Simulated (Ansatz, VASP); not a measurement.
# BaZrO3: VASP beside Ansatz

File POSCAR:

```
BaZrO3
1.0
    4.2051719888      0.0000000000      0.0000000000
    0.0000000000      4.2051719888      0.0000000000
    0.0000000000      0.0000000000      4.2051719888
Ba Zr O
1 1 3
Direct
    0.0000000000      0.0000000000      0.0000000000
    0.5000000000      0.5000000000      0.5000000000
    0.0000000000      0.5000000000      0.5000000000
    0.5000000000      0.0000000000      0.5000000000
    0.5000000000      0.5000000000      0.0000000000
```

Contents of INCAR.step1:

```
ALGO = Normal ; EDIFF = 1E-5
ENCUT = 1480 ; GGA = PE
GGA_COMPAT = False ; ISMEAR = 0
LASPH = True ; LCHARG = False
LREAL = False ; LWAVE = True
NBANDS = 28 ; NELM = 120
PREC = Accurate ; SIGMA = 0.01
```

File INCAR.step2:

```
ALGO = Normal ; EDIFF = 1E-6
ENCUT = 1480 ; GGA_COMPAT = False
ISIF = 2 ; ISMEAR = 0
ISTART = 1 ; LASPH = True
LCHARG = False ; LMIXTAU = True
LREAL = False ; LWAVE = False
METAGGA = R2SCAN ; NBANDS = 28
NELM = 120 ; PREC = Accurate
SIGMA = 0.01
```

File KPOINTS:

```
k-points
0
Gamma
  6 6 6
```

Input for Ansatz:

```yaml
crystal:
  lattice:
    - [4.20517198879, 0.0, 0.0]
    - [0.0, 4.20517198879, 0.0]
    - [0.0, 0.0, 4.20517198879]
  atoms:
    - { symbol: Ba, position: [0.0, 0.0, 0.0] }
    - { symbol: Zr, position: [0.5, 0.5, 0.5] }
    - { symbol: O, position: [0.0, 0.5, 0.5] }
    - { symbol: O, position: [0.5, 0.0, 0.5] }
    - { symbol: O, position: [0.5, 0.5, 0.0] }
kpoints:
  mp_grid: { grid: [6, 6, 6] }
scf:
  occupations: { method: fixed }
  convergence: { dr2_threshold: 1.0e-10 }
hamiltonian:
  xc: r2scan
  pseudopotentials: { kind: paw }
output:
  forces: true
  stress: true
  eigenstates:
    kpoints:
      - [0.0, 0.0, 0.0]
      - [0.5, 0.5, 0.5]
      - [-0.5, -0.5, 0.0]
      - [-0.5, 0.0, -0.5]
      - [0.0, -0.5, -0.5]
      - [0.0, -0.5, 0.0]
      - [0.0, 0.0, -0.5]
      - [-0.5, 0.0, 0.0]
  eigenvalues: true
```

Change from the starting cell: unstrained.

Alike in both runs: task single point; functional r2SCAN; k mesh 6 × 6 × 6; no spin polarisation.

```csv
,VASP,Ansatz
version,VASP 6.6.1,Ansatz 0.2.0
potentials or method,"VASP PAW PBE potentials, release 64 (Ba_sv, Zr_sv, O_h)","PAW with Ansatz's default frozen-core files, scalar-relativistic"
plane-wave cutoff (eV),1480,500
occupations,"gaussian, width 0.01 eV",fixed
valence electrons in the cell,40,40
```

Ansatz gave:

| Property | Result |
| --- | --- |
| gap on the k mesh at the Fermi level (eV) | 3.73 |
| pressure (GPa) | 0.0 |

Q: Estimate VASP's values.

A: gap on the k mesh at the Fermi level (eV): 3.69; pressure (GPa): 0.9.

VASP's potentials were made for PBE, not for r2SCAN.

Spin-orbit coupling is off throughout.
